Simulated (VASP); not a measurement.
# BAs (I-4m2) in VASP: further runs, part 2 of 2

VASP 6.6.1. Earlier steps stand in the parts before.

## (4) Single point, LDA (strain -0.040 along x and y, +0.040 along z)

File INCAR:

```
PREC     = Accurate       # precision mode
ENCUT    = 1230           # plane-wave cutoff, eV
EDIFF    = 1E-6           # SCF threshold, eV
ISMEAR   = 0              # smearing method
SIGMA    = 0.05           # smearing width, eV
LREAL    = F              # projectors in reciprocal space
LASPH    = T              # aspherical terms in the spheres
NELM     = 120            # most SCF steps
ALGO     = Normal         # electronic algorithm
ISIF     = 2              # what is computed and relaxed
LWAVE    = F              # write WAVECAR
LCHARG   = F              # write CHGCAR
GGA      = CA             # functional
NBANDS   = 16             # bands
GGA_COMPAT= F
```

File KPOINTS:

```
regular mesh
0
Gamma
  10 10 10
```

File POSCAR:

```
BAs
1.0
    0.0000000000      2.2929600000      2.4840400000
    2.2929600000      0.0000000000      2.4840400000
    2.2929600000      2.2929600000      0.0000000000
B As
1 1
Direct
    0.0000000000      0.0000000000      0.0000000000
    0.7500000000      0.7500000000      0.7500000000
```

Potentials or basis: VASP PAW LDA potentials, release 64 (B_h, As_d).

Launch:

```console
$ cat potpaw_LDA.64/B_h/POTCAR potpaw_LDA.64/As_d/POTCAR > POTCAR
$ mpirun -np 1 vasp_std > vasp.out
```

OUTCAR:

```text
PREC = Accurate
   ENCUT = 1230
   EDIFF = 1E-6
   ISMEAR = 0
   LREAL = F
   LASPH = T
   NELM = 120
   ISIF = 2
   GGA = CA

 ion  position               nearest neighbor table
   1  0.000  0.000  0.000-   2 2.04   2 2.04   2 2.04   2 2.04
   2  0.750  0.750  0.750-   1 2.04   1 2.04   1 2.04   1 2.04

  LATTYP: Found a body centered tetragonal cell.
 ALAT       =     3.2427351300
 C/A-ratio  =     1.5320646926

  Lattice vectors:

 A1 = (  -2.2929600000,   0.0000000000,   2.4840400000)
 A2 = (   2.2929600000,   0.0000000000,   2.4840400000)
 A3 = (   0.0000000000,   2.2929600000,  -2.4840400000)

Analysis of symmetry for initial positions (statically):
=====================================================================
 Subroutine PRICEL returns:
 Original cell was already a primitive cell.

 Routine SETGRP: Setting up the symmetry group for a
 body centered tetragonal supercell.

 Subroutine GETGRP returns: Found  8 space group operations
 (whereof  8 operations were pure point group operations)
 out of a pool of 16 trial point group operations.

The static configuration has the point symmetry D_2d.

Analysis of symmetry for dynamics (positions and initial velocities):
=====================================================================
 Subroutine PRICEL returns:
 Original cell was already a primitive cell.

 Routine SETGRP: Setting up the symmetry group for a
 body centered tetragonal supercell.

 Subroutine GETGRP returns: Found  8 space group operations
 (whereof  8 operations were pure point group operations)
 out of a pool of 16 trial point group operations.

The dynamic configuration has the point symmetry D_2d.

 Subroutine INISYM returns: Found  8 space group operations
 (whereof  8 operations are pure point group operations),
 and found     1 'primitive' translations

----------------------------------------------------------------------------------------

                                     Primitive cell

  volume of cell :      26.1205

  direct lattice vectors                    reciprocal lattice vectors
     0.000000000  2.292960000  2.484040000    -0.218058754  0.218058754  0.201285003
     2.292960000  0.000000000  2.484040000     0.218058754 -0.218058754  0.201285003
     2.292960000  2.292960000  0.000000000     0.218058754  0.218058754 -0.201285003

  length of vectors
     3.380550293  3.380550293  3.242735130     0.368259274  0.368259274  0.368259274

  position of ions in fractional coordinates (direct lattice)
     0.000000000  0.000000000  0.000000000
     0.750000000  0.750000000  0.750000000

  ion indices of the primitive-cell ions
   primitive index   ion index
                 1           1
                 2           2

----------------------------------------------------------------------------------------

 KPOINTS: regular mesh

Automatic generation of k-mesh.
 Grid dimensions read from file:
 generate k-points for:   10   10   10

 Generating k-lattice:

  Cartesian coordinates                     Fractional coordinates (reciprocal lattice)
    -0.021805875  0.021805875  0.020128500     0.100000000 -0.000000000  0.000000000
     0.021805875 -0.021805875  0.020128500    -0.000000000  0.100000000  0.000000000
     0.021805875  0.021805875 -0.020128500     0.000000000  0.000000000  0.100000000

  Length of vectors
     0.036825927  0.036825927  0.036825927

  Shift w.r.t. Gamma in fractional coordinates (k-lattice)
     0.000000000  0.000000000  0.000000000

 Subroutine IBZKPT returns following result:
 ===========================================

 Found    102 irreducible k-points:

 Following reciprocal coordinates:
            Coordinates               Weight
  0.000000  0.000000  0.000000      1.000000
  0.100000  0.000000  0.000000      8.000000
  0.200000  0.000000  0.000000      8.000000
  0.300000  0.000000  0.000000      8.000000
  0.400000  0.000000  0.000000      8.000000
  0.500000  0.000000  0.000000      4.000000
[... 16 lines left out ...]
  0.300000  0.300000  0.000000      2.000000
  0.400000  0.300000  0.000000      8.000000
 [... further k-points ...]
   k-points           NKPTS =    102   k-points in BZ     NKDIM =    102   number of bands    NBANDS=     16
   number of dos      NEDOS =    301   number of ions     NIONS =      2
   total plane-waves  NPLWV =  64000
   dimension x,y,z NGX =    40 NGY =   40 NGZ =   40
   dimension x,y,z NGXF=    80 NGYF=   80 NGZF=   80
   ions per type =               1   1
   NGX,Y,Z   is equivalent  to a cutoff of  19.67, 19.67, 20.51 a.u.
   NGXF,Y,Z  is equivalent  to a cutoff of  39.34, 39.34, 41.01 a.u.
 SYSTEM =  unknown system
   PREC   = accura    normal or accurate (medium, high low for compatibility)
   ISTART =      0    job   : 0-new  1-cont  2-samecut
   ICHARG =      2    charge: 1-file 2-atom 10-const
   ISPIN  =      1    spin polarized calculation?
   LNONCOLLINEAR =      F non collinear calculations
   LSORBIT =      F    spin-orbit coupling
   LASPH  =      T    aspherical Exc in radial PAW
   ENCUT  = 1230.0 eV  90.40 Ry    9.51 a.u.   9.67  9.67  9.27*2*pi/ulx,y,z
   NELM   =    120;   NELMIN=  2; NELMDL= -5     # of ELM steps
   EDIFF  = 0.1E-05   stopping-criterion for ELM
   LREAL  =      F    real-space projection
   EDIFFG = 0.1E-04   stopping-criterion for IOM
   NSW    =      0    number of steps for IOM
   IBRION =     -1    ionic relax: 0-MD 1-quasi-New 2-CG
   NFREE  =      0    steps in history (QN), initial steepest desc. (CG)
   ISIF   =      2    stress and relaxation
   ISYM   =      2    0-nonsym 1-usesym 2-fastsym
   POTIM  = 0.5000    time-step for ionic-motion
   TEBEG  =    0.0;   TEEND  =   0.0 temperature during run
   PSTRESS=    0.0 pullay stress
   NELECT =      18.0000    total number of electrons
   NUPDOWN=      -1.0000    fix difference up-down
   EMIN   =  10.00;   EMAX   =-10.00  energy-range for DOS
   EFERMI =   0.00;   METHOD = LEGACY
   ISMEAR =     0;   SIGMA  =   0.05  broadening in eV -4-tet -1-fermi 0-gaus
   EFERMI_NEDOS =   21; number of points for ismear=-14 and -15
   IALGO  =     38    algorithm
   IMIX   =      4    mixing-type and parameters
     AMIX     =   0.40;   BMIX     =  1.00
     AMIX_MAG =   1.60;   BMIX_MAG =  1.00
  volume/ion in A,a.u.               =      13.06        88.13
  Fermi-wavevector in a.u.,A,eV,Ry     =   1.446012  2.732566 28.449101  2.090950
  Thomas-Fermi vector in A             =   2.564129
   LORBIT       =      0    0 simple, 1 ext, 2 COOP (PROOUT), +10 PAW based schemes
   GGA     = CA    functional components
   LHFCALC =     F    Hartree Fock is set to
   AEXX    =    0.0000 exact exchange contribution
   IVDW    =     0    specifies the selected vdW correction
   LEPSILON=     F    determine dielectric tensor
   LRPA    =     F    only Hartree local field effects (RPA)
 non-spin polarized calculation
 Gauss-broadening in eV      SIGMA  =   0.05
  energy-cutoff  :     1230.00
  volume of cell :       26.12
 maximum number of plane-waves:      2591
   NGX = 19   NGY = 19   NGZ = 19

 number of electron      18.0000002 magnetization

 Free energy of the ion-electron system (eV)
  ---------------------------------------------------
  ext. energy  EPLUGINS =         0.00000000
  ---------------------------------------------------
  free energy    TOTEN  =       -12.85854868 eV

  energy without entropy =      -12.85854868  energy(sigma->0) =      -12.85854868

 E-fermi :   6.1179     XC(G=0): -11.7077

 val. band max:        5.9229680922   @ k =   0.0000   0.0000   0.0000
 cond. band min:       6.3938139529   @ k =   0.4000   0.0000   0.4000
 fundamental gap:      0.4708458608
 Fermi energy:         6.1178553776

 k-point     1 :       0.0000    0.0000    0.0000
  band No.  band energies     occupation
      1     -30.3117      2.00000
      2     -30.2991      2.00000
      3     -30.2991      2.00000
      4     -30.2787      2.00000
      5     -30.2721      2.00000
      6     -10.1328      2.00000
[... 8 lines left out ...]
     15      17.6347      0.00000
     16      18.5383      0.00000
[... 419 lines left out ...]
 k-point    24 :       0.4000    0.3000    0.0000
  band No.  band energies     occupation
      1     -30.3136      2.00000
      2     -30.2872      2.00000
      3     -30.2867      2.00000
      4     -30.2751      2.00000
      5     -30.2749      2.00000
      6      -7.6430      2.00000
[... 8 lines left out ...]
     15      21.3550      0.00000
     16      22.5968      0.00000

 [... further k-points ...]

------------------------ aborting loop because EDIFF is reached ----------------------------------------

  FORCE on cell =-STRESS in cart. coord.  units (eV):
  Direction    XX          YY          ZZ          XY          YZ          ZX
  --------------------------------------------------------------------------------------
  -------------------------------------------------------------------------------------
  Total        1.4525577      1.4525577     -1.7119654      0.0000000      0.0000000     -0.0000000
  in kB       89.0968665     89.0968665   -105.0083961      0.0000000      0.0000000     -0.0000000
  external PRESSURE =      24.3951123 kB  Pullay stress =       0.0000000 kB

 VOLUME and BASIS-vectors are now :
 -----------------------------------------------------------------------------
  energy-cutoff  :     1230.00
  volume of cell :       26.12
      direct lattice vectors                 reciprocal lattice vectors
     0.000000000  2.292960000  2.484040000    -0.218058754  0.218058754  0.201285003
     2.292960000  0.000000000  2.484040000     0.218058754 -0.218058754  0.201285003
     2.292960000  2.292960000  0.000000000     0.218058754  0.218058754 -0.201285003

 POSITION                                       TOTAL-FORCE (eV/Angst)
 -----------------------------------------------------------------------------------
      0.00000      0.00000      0.00000        -0.000000     -0.000000      0.000000
      3.43944      3.43944      3.72606         0.000000      0.000000      0.000000
 -----------------------------------------------------------------------------------
    total drift:                               -0.000000     -0.000000     -0.000000

  FREE ENERGIE OF THE ION-ELECTRON SYSTEM (eV)
  ---------------------------------------------------
  free  energy   TOTEN  =       -12.8585486751 eV

  energy  without entropy=      -12.8585486751  energy(sigma->0) =      -12.85854868
```

Run time: 1.8 min. Hardware: 1 thread of Intel Xeon Platinum 8259CL at 2.50GHz (Skylake/Cascade Lake), shared host; peak memory 0.3 GiB.

Results:

| Quantity | Value |
| --- | --- |
| Free energy | -12.8585 eV |
| Pressure | 2.4 GPa |
| Band gap on the k mesh | 0.47 eV (least direct gap 2.89 eV) |

Caveat: the cell differs from its parent crystal (strain -0.040 along x and y, +0.040 along z); the stress differs along the axes, from -11 to 9 GPa; semilocal functionals underestimate gaps, and a narrow one can read as zero.

## (5) Overview

| cell | gap on the mesh (eV) | pressure (GPa) |
| --- | --- | --- |
| a = 3.246, b = 3.246, c = 3.378 Å, angles 58.6, 58.6, 62.7°, 2 atoms | none | 9.3 |
| a = 3.311, b = 3.311, c = 3.378 Å, angles 59.3, 59.3, 61.3°, 2 atoms | 0.47 | 2.2 |
| a = 3.381, b = 3.381, c = 3.243 Å, angles 61.3, 61.3, 57.3°, 2 atoms | 0.47 | 2.4 |

Alike in all rows: task single point; level LDA; potentials or basis VASP PAW LDA potentials, release 64 (B_h, As_d); no spin polarisation; k mesh 10 × 10 × 10; cutoff (eV) 1230; smearing gaussian 0.05 eV.

Caveats: semilocal functionals underestimate gaps, and a narrow one can read as zero; the stress differs along the axes, from 4 to 20 GPa (at least some runs); the stress differs along the axes, from -1 to 8 GPa (at least some runs); the stress differs along the axes, from -11 to 9 GPa (at least some runs).

Absolute energies hang on the potentials; compare differences alone.

The gap in the log of VASP goes by the Fermi energy; the results here count the filled bands.